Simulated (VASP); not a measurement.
Here is a VASP 6.6.1 calculation.

File INCAR:

```
SYSTEM = Zn
  ALGO = Normal
  EDIFF = 1E-6
  ENCUT = 520
  ISIF = 2
  ISMEAR = -1
  LASPH = .TRUE.
  LCHARG = .FALSE.
  LREAL = .FALSE.
  LWAVE = .FALSE.
  NBANDS = 19
  NELM = 60
  PREC = Accurate
  SIGMA = 0.1
```

The input KPOINTS:

```
k-points
0
G
  23 23 11
  0 0 0
```

Contents of POSCAR:

```
Zn
1.0
    2.6699529417      0.0000000000      0.0000000000
   -1.3349764708      2.3122470744      0.0000000000
    0.0000000000      0.0000000000      4.9185286322
Zn
2
Direct
    0.3333333333      0.6666666667      0.2500000000
    0.6666666667      0.3333333333      0.7500000000
```

Potentials or basis: VASP PAW LDA potentials, release 64 (Zn).

Launch:

```sh
$ cat potpaw_LDA.64/Zn/POTCAR > POTCAR
$ mpirun -np 1 vasp_std > vasp.out
```

Q: Estimate the band gap on the k mesh.

A: Zero (band 12 reaches 4.54 eV, above the bottom of band 13 at -0.12 eV).

Q: Predict the pressure.

A: -8.4 GPa.

Stress tensor (GPa, compression positive):
```
-9.40  0.00  0.00
 0.00 -9.40  0.00
 0.00  0.00 -6.31
```
